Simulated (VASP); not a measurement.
# Ge (P1) in VASP: single point with PBEsol

Aim: the single point of Ge with PBEsol.

All numbers are computed with VASP 6.6.1; they aren't measurements. Logs are shortened: lines on timing, memory, paths and dates and some standing lists are left out, and cuts for length are marked.

## 1. The cell of the first run

The typed cell holds 4 atoms: a = 3.797 Å, b = 3.797 Å, c = 6.249 Å, α = 90.00°, β = 90.00°, γ = 120.00°.

## 2. Single point, PBEsol (atom 3 (Ge) moved by (-0.300, -0.150) A along x and z)

INCAR

```
PREC = Accurate
ENCUT = 520
EDIFF = 1E-7
ISMEAR = 0
SIGMA = 0.15
LREAL = F
LASPH = T
NELM = 80
ALGO = Fast
ISIF = 2
LWAVE = F
LCHARG = F
GGA = PS
NBANDS = 36
```

KPOINTS

```
regular mesh
0
Gamma
  12 12 8
```

POSCAR

```
Ge
1.0
    3.7970528728      0.0000000000      0.0000000000
   -1.8985264364      3.2883442473      0.0000000000
    0.0000000000      0.0000000000      6.2493425316
Ge
4
Direct
    0.0000000000      0.0000000000      0.0711500000
    0.0000000000      0.0000000000      0.5711500000
    0.2543246890      0.6666666667      0.7971474751
    0.6666666667      0.3333333333      0.3211500000
```

Potentials or basis: VASP PAW PBE potentials, release 64 (Ge_d).

On the command line:

```console
$ cat potpaw_PBE.64/Ge_d/POTCAR > POTCAR
$ mpirun -np 1 vasp_std > vasp.out
```

OUTCAR:

```text
PREC = Accurate
   ENCUT = 520
   EDIFF = 1E-7
   ISMEAR = 0
   LREAL = F
   LASPH = T
   NELM = 80
   ISIF = 2
   GGA = PS

 ion  position               nearest neighbor table
   1  0.000  0.000  0.071-   3 2.59   4 2.69   4 2.69   4 2.69   3 2.80
   2  0.000  0.000  0.571-   3 2.40   3 2.62   4 2.69   4 2.69   4 2.69   3 2.83
   3  0.254  0.667  0.797-   2 2.40   1 2.59   2 2.62   1 2.80   2 2.83
   4  0.667  0.333  0.321-   1 2.69   2 2.69   1 2.69   2 2.69   1 2.69   2 2.69

  LATTYP: Found a hexagonal cell.
 ALAT       =     3.7970528728
 C/A-ratio  =     1.6458402716

  Lattice vectors:

 A1 = (   3.7970528728,   0.0000000000,   0.0000000000)
 A2 = (  -1.8985264364,   3.2883442473,   0.0000000000)
 A3 = (   0.0000000000,   0.0000000000,   6.2493425316)

Analysis of symmetry for initial positions (statically):
=====================================================================
 Subroutine PRICEL returns:
 Original cell was already a primitive cell.

 Routine SETGRP: Setting up the symmetry group for a
 hexagonal supercell.

 Subroutine GETGRP returns: Found  1 space group operations
 (whereof  1 operations were pure point group operations)
 out of a pool of 24 trial point group operations.

The static configuration has the point symmetry C_1 .

Analysis of symmetry for dynamics (positions and initial velocities):
=====================================================================
 Subroutine PRICEL returns:
 Original cell was already a primitive cell.

 Routine SETGRP: Setting up the symmetry group for a
 hexagonal supercell.

 Subroutine GETGRP returns: Found  1 space group operations
 (whereof  1 operations were pure point group operations)
 out of a pool of 24 trial point group operations.

The dynamic configuration has the point symmetry C_1 .

 Subroutine INISYM returns: Found  1 space group operations
 (whereof  1 operations are pure point group operations),
 and found     1 'primitive' translations

----------------------------------------------------------------------------------------

                                     Primitive cell

  volume of cell :      78.0294

  direct lattice vectors                    reciprocal lattice vectors
     3.797052873  0.000000000  0.000000000     0.263362148  0.152052207  0.000000000
    -1.898526436  3.288344247  0.000000000     0.000000000  0.304104414  0.000000000
     0.000000000  0.000000000  6.249342532     0.000000000  0.000000000  0.160016833

  length of vectors
     3.797052873  3.797052873  6.249342532     0.304104414  0.304104414  0.160016833

  position of ions in fractional coordinates (direct lattice)
     0.000000000  0.000000000  0.071150000
     0.000000000  0.000000000  0.571150000
     0.254324689  0.666666667  0.797147475
     0.666666667  0.333333333  0.321150000

  ion indices of the primitive-cell ions
   primitive index   ion index
                 1           1
                 2           2
                 3           3
                 4           4

----------------------------------------------------------------------------------------

 KPOINTS: regular mesh

Automatic generation of k-mesh.
 Grid dimensions read from file:
 generate k-points for:   12   12    8

 Generating k-lattice:

  Cartesian coordinates                     Fractional coordinates (reciprocal lattice)
     0.021946846  0.012671017  0.000000000     0.083333333  0.000000000  0.000000000
     0.000000000  0.025342034  0.000000000     0.000000000  0.083333333  0.000000000
     0.000000000  0.000000000  0.020002104     0.000000000  0.000000000  0.125000000

  Length of vectors
     0.025342034  0.025342034  0.020002104

  Shift w.r.t. Gamma in fractional coordinates (k-lattice)
     0.000000000  0.000000000  0.000000000

 Subroutine IBZKPT returns following result:
 ===========================================

 Found    580 irreducible k-points:

 Following reciprocal coordinates:
            Coordinates               Weight
  0.000000  0.000000  0.000000      1.000000
  0.083333  0.000000  0.000000      2.000000
  0.000000  0.083333  0.000000      2.000000
 -0.083333  0.083333  0.000000      2.000000
  0.166667  0.000000  0.000000      2.000000
  0.000000  0.166667  0.000000      2.000000
[... 16 lines left out ...]
  0.166667  0.083333  0.000000      2.000000
 -0.083333  0.250000  0.000000      2.000000
 [... further k-points ...]
   k-points           NKPTS =    580   k-points in BZ     NKDIM =    580   number of bands    NBANDS=     36
   number of dos      NEDOS =    301   number of ions     NIONS =      4
   total plane-waves  NPLWV =  37632
   dimension x,y,z NGX =    28 NGY =   28 NGZ =   48
   dimension x,y,z NGXF=    56 NGYF=   56 NGZF=   96
   ions per type =               4
   NGX,Y,Z   is equivalent  to a cutoff of  12.26, 12.26, 12.77 a.u.
   NGXF,Y,Z  is equivalent  to a cutoff of  24.52, 24.52, 25.54 a.u.
 SYSTEM =  unknown system
   PREC   = accura    normal or accurate (medium, high low for compatibility)
   ISTART =      0    job   : 0-new  1-cont  2-samecut
   ICHARG =      2    charge: 1-file 2-atom 10-const
   ISPIN  =      1    spin polarized calculation?
   LNONCOLLINEAR =      F non collinear calculations
   LSORBIT =      F    spin-orbit coupling
   LASPH  =      T    aspherical Exc in radial PAW
   ENCUT  =  520.0 eV  38.22 Ry    6.18 a.u.   7.06  7.06 11.62*2*pi/ulx,y,z
   NELM   =     80;   NELMIN=  2; NELMDL= -5     # of ELM steps
   EDIFF  = 0.1E-06   stopping-criterion for ELM
   LREAL  =      F    real-space projection
   EDIFFG = 0.1E-05   stopping-criterion for IOM
   NSW    =      0    number of steps for IOM
   IBRION =     -1    ionic relax: 0-MD 1-quasi-New 2-CG
   NFREE  =      0    steps in history (QN), initial steepest desc. (CG)
   ISIF   =      2    stress and relaxation
   ISYM   =      2    0-nonsym 1-usesym 2-fastsym
   POTIM  = 0.5000    time-step for ionic-motion
   TEBEG  =    0.0;   TEEND  =   0.0 temperature during run
   PSTRESS=    0.0 pullay stress
   NELECT =      56.0000    total number of electrons
   NUPDOWN=      -1.0000    fix difference up-down
   EMIN   =  10.00;   EMAX   =-10.00  energy-range for DOS
   EFERMI =   0.00;   METHOD = LEGACY
   ISMEAR =     0;   SIGMA  =   0.15  broadening in eV -4-tet -1-fermi 0-gaus
   EFERMI_NEDOS =   21; number of points for ismear=-14 and -15
   IALGO  =     68    algorithm
   IMIX   =      4    mixing-type and parameters
     AMIX     =   0.40;   BMIX     =  1.00
     AMIX_MAG =   1.60;   BMIX_MAG =  1.00
  volume/ion in A,a.u.               =      19.51       131.64
  Fermi-wavevector in a.u.,A,eV,Ry     =   1.465721  2.769812 29.229929  2.148339
  Thomas-Fermi vector in A             =   2.581544
   LORBIT       =      0    0 simple, 1 ext, 2 COOP (PROOUT), +10 PAW based schemes
   GGA     = PS    functional components
   LHFCALC =     F    Hartree Fock is set to
   AEXX    =    0.0000 exact exchange contribution
   IVDW    =     0    specifies the selected vdW correction
   LEPSILON=     F    determine dielectric tensor
   LRPA    =     F    only Hartree local field effects (RPA)
 non-spin polarized calculation
 RMM-DIIS sequential band-by-band and
 Gauss-broadening in eV      SIGMA  =   0.15
  energy-cutoff  :      520.00
  volume of cell :       78.03
 maximum number of plane-waves:      2118
   NGX = 15   NGY = 15   NGZ = 23

 number of electron      55.9999986 magnetization

 Free energy of the ion-electron system (eV)
  ---------------------------------------------------
  ext. energy  EPLUGINS =         0.00000000
  ---------------------------------------------------
  free energy    TOTEN  =       -18.62518755 eV

  energy without entropy =      -18.60578162  energy(sigma->0) =      -18.61548459

 E-fermi :   6.1173     XC(G=0): -11.1274

 val. band max:        6.1150493966   @ k =   0.1667  -0.0833   0.3750
 cond. band min:       6.1175127870   @ k =   0.2500  -0.1667   0.1250
 fundamental gap:      0.0024633904
 Fermi energy:         6.1173200019

 k-point     1 :       0.0000    0.0000    0.0000
  band No.  band energies     occupation
      1     -18.6388      2.00000
      2     -18.5659      2.00000
      3     -18.5522      2.00000
      4     -18.5412      2.00000
      5     -18.5289      2.00000
      6     -18.4501      2.00000
[... 28 lines left out ...]
     35      11.6543      0.00000
     36      12.0649      0.00000

 k-point     2 :       0.0833    0.0000    0.0000
  band No.  band energies     occupation
      1     -18.6378      2.00000
      2     -18.5630      2.00000
      3     -18.5501      2.00000
      4     -18.5393      2.00000
      5     -18.5265      2.00000
      6     -18.4523      2.00000
[... 28 lines left out ...]
     35      11.8025      0.00000
     36      12.1438      0.00000

 k-point     3 :       0.0000    0.0833    0.0000
  band No.  band energies     occupation
      1     -18.6366      2.00000
      2     -18.5640      2.00000
      3     -18.5490      2.00000
      4     -18.5376      2.00000
      5     -18.5272      2.00000
      6     -18.4533      2.00000
[... 28 lines left out ...]
     35      11.7334      0.00000
     36      12.1689      0.00000

 k-point     4 :      -0.0833    0.0833    0.0000
  band No.  band energies     occupation
      1     -18.6353      2.00000
      2     -18.5644      2.00000
      3     -18.5490      2.00000
      4     -18.5379      2.00000
      5     -18.5261      2.00000
      6     -18.4541      2.00000
[... 28 lines left out ...]
     35      11.5756      0.00000
     36      12.0608      0.00000

 k-point     5 :       0.1667    0.0000    0.0000
  band No.  band energies     occupation
      1     -18.6350      2.00000
      2     -18.5553      2.00000
      3     -18.5440      2.00000
      4     -18.5345      2.00000
      5     -18.5189      2.00000
      6     -18.4568      2.00000
[... 655 lines left out ...]
 k-point    22 :      -0.1667    0.0833    0.0000
  band No.  band energies     occupation
      1     -18.6322      2.00000
      2     -18.5589      2.00000
      3     -18.5454      2.00000
      4     -18.5345      2.00000
      5     -18.5204      2.00000
      6     -18.4587      2.00000
[... 28 lines left out ...]
     35      11.8312      0.00000
     36      12.4119      0.00000

 k-point    23 :       0.1667    0.0833    0.0000
  band No.  band energies     occupation
      1     -18.6330      2.00000
      2     -18.5504      2.00000
      3     -18.5359      2.00000
      4     -18.5285      2.00000
      5     -18.5143      2.00000
      6     -18.4595      2.00000
[... 28 lines left out ...]
     35      12.0038      0.00000
     36      12.9106      0.00000

 k-point    24 :      -0.0833    0.2500    0.0000
  band No.  band energies     occupation
      1     -18.6209      2.00000
      2     -18.5541      2.00000
      3     -18.5339      2.00000
      4     -18.5192      2.00000
      5     -18.5118      2.00000
      6     -18.4678      2.00000
[... 28 lines left out ...]
     35      11.7151      0.00000
     36      13.3991      0.00000

 [... further k-points ...]

------------------------ aborting loop because EDIFF is reached ----------------------------------------

  FORCE on cell =-STRESS in cart. coord.  units (eV):
  Direction    XX          YY          ZZ          XY          YZ          ZX
  --------------------------------------------------------------------------------------
  -------------------------------------------------------------------------------------
  Total        0.6099209      0.3860966      1.2756388     -1.1178153     -0.2780987      0.7770633
  in kB       12.5235034      7.9277195     26.1926868    -22.9520974     -5.7102002     15.9554372
  external PRESSURE =      15.5479699 kB  Pullay stress =       0.0000000 kB

 VOLUME and BASIS-vectors are now :
 -----------------------------------------------------------------------------
  energy-cutoff  :      520.00
  volume of cell :       78.03
      direct lattice vectors                 reciprocal lattice vectors
     3.797052873  0.000000000  0.000000000     0.263362148  0.152052207  0.000000000
    -1.898526436  3.288344247  0.000000000     0.000000000  0.304104414  0.000000000
     0.000000000  0.000000000  6.249342532     0.000000000  0.000000000  0.160016833

 POSITION                                       TOTAL-FORCE (eV/Angst)
 -----------------------------------------------------------------------------------
      0.00000      0.00000      0.44464        -0.308986      0.114252      0.154324
      0.00000      0.00000      3.56931        -0.925480      0.381985     -0.635884
     -0.30000      2.19223      4.98165         1.358648     -0.438761      0.750624
      1.89853      1.09611      2.00698        -0.124182     -0.057477     -0.269065
 -----------------------------------------------------------------------------------
    total drift:                                0.000113      0.000496      0.001735

  FREE ENERGIE OF THE ION-ELECTRON SYSTEM (eV)
  ---------------------------------------------------
  free  energy   TOTEN  =       -18.6251875543 eV

  energy  without entropy=      -18.6057816225  energy(sigma->0) =      -18.61548459
```

Wall time 40 min (1 thread of Oxide Virtual Turin-like, shared host); peak memory 1 GiB.

What came out:

```yaml
Free_energy: -18.6252 eV
Pressure: 1.6 GPa
Largest_force: 1.613 eV/Å
Band_gap_on_the_k_mesh: zero (bands 28 and 29 overlap by 3.82 eV)
```

Forces on the atoms (eV/Å):
```
Ge  -0.309  0.114  0.154
Ge  -0.925  0.382 -0.636
Ge   1.359 -0.439  0.751
Ge  -0.124 -0.057 -0.269
```

Caveat: the cell differs from its parent crystal (atom 3 (Ge) moved by (-0.300, -0.150) A along x and z); the PAW data sets were made with another functional, which shifts forces and pressure a little.
